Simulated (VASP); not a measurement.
Write the native input for VASP 6.6.1 that does the following.

| Property | Result |
| --- | --- |
| Task | single point |
| Functional | r2SCAN |
| Potentials or basis | VASP PAW PBE potentials, release 64 (Sn_d, Se) |
| Cutoff | 520 eV |
| k mesh | 8 × 8 × 8 |
| Occupations | gaussian, width 0.02 eV |
| Spin | collinear spin |
| Starting moments | [0.5, 0.0] μB |
| Dipole correction | no |
| Further INCAR settings | ALGO = Normal; EDIFF = 1e-07; NBANDS = 21 |

The system is SnSe.

```
Sn Se
1.0
     0.00000    3.04961    3.04961
     3.04961    0.00000    3.04961
     3.04961    3.04961    0.00000
Sn Se
1 1
Direct
  0.00000 0.00000 0.00000
  0.50000 0.50000 0.50000
```

One way to write it, as run:

POSCAR

```
SnSe
1.0
    0.0000000000      3.0496098055      3.0496098055
    3.0496098055      0.0000000000      3.0496098055
    3.0496098055      3.0496098055      0.0000000000
Sn Se
1 1
Direct
    0.0000000000      0.0000000000      0.0000000000
    0.5000000000      0.5000000000      0.5000000000
```

INCAR.step1

```
PREC     = Accurate       # precision mode
ENCUT    = 520            # plane-wave cutoff, eV
ISMEAR   = 0              # smearing method
SIGMA    = 0.02           # smearing width, eV
LREAL    = False          # projectors in reciprocal space
LASPH    = True           # aspherical terms in the spheres
NELM     = 150            # most SCF steps
ISPIN    = 2              # spin polarisation
MAGMOM   = 0.5 0          # initial moments
NBANDS   = 21             # bands
GGA      = PE             # functional
ALGO     = Normal         # electronic algorithm
EDIFF    = 1E-4           # SCF threshold, eV
LWAVE    = True           # write WAVECAR
LCHARG   = False          # write CHGCAR
```

INCAR.step2

```
PREC     = Accurate       # precision mode
ENCUT    = 520            # plane-wave cutoff, eV
EDIFF    = 1E-7           # SCF threshold, eV
ISMEAR   = 0              # smearing method
SIGMA    = 0.02           # smearing width, eV
LREAL    = False          # projectors in reciprocal space
LASPH    = True           # aspherical terms in the spheres
NELM     = 150            # most SCF steps
ALGO     = Normal         # electronic algorithm
ISIF     = 2              # what is computed and relaxed
LWAVE    = False          # write WAVECAR
LCHARG   = False          # write CHGCAR
ISPIN    = 2              # spin polarisation
MAGMOM   = 0.5 0          # initial moments
LORBIT   = 11             # projections on sites
METAGGA  = R2SCAN         # meta-GGA
LMIXTAU  = True         
NBANDS   = 21             # bands
ISTART   = 1
```

KPOINTS

```
Automatic mesh
0
Gamma
  8 8 8
```

Potentials or basis: VASP PAW PBE potentials, release 64 (Sn_d, Se).

Command:

```sh
$ cat potpaw_PBE.64/Sn_d/POTCAR potpaw_PBE.64/Se/POTCAR > POTCAR
$ cp INCAR.step1 INCAR
$ mpirun -np 1 vasp_std > vasp.out
$ cp INCAR.step2 INCAR
$ mpirun -np 1 vasp_std > vasp.out
```

Results of the run:

* Pressure: -2.0 GPa
* Band gap on the k mesh: 0.28 eV
* Net moment: 0.00 μB per cell
* Valence electrons inside the program's atomic spheres: Sn 12.00; Se 3.83

Caveat: the PAW data sets were made with another functional, which shifts forces and pressure a little; spin-orbit coupling is left out, which moves the levels of the heavy elements.

Run time: 4.6 min on 1 thread of Intel Xeon 8259CL, on a shared host, peak memory 0.25 GiB.
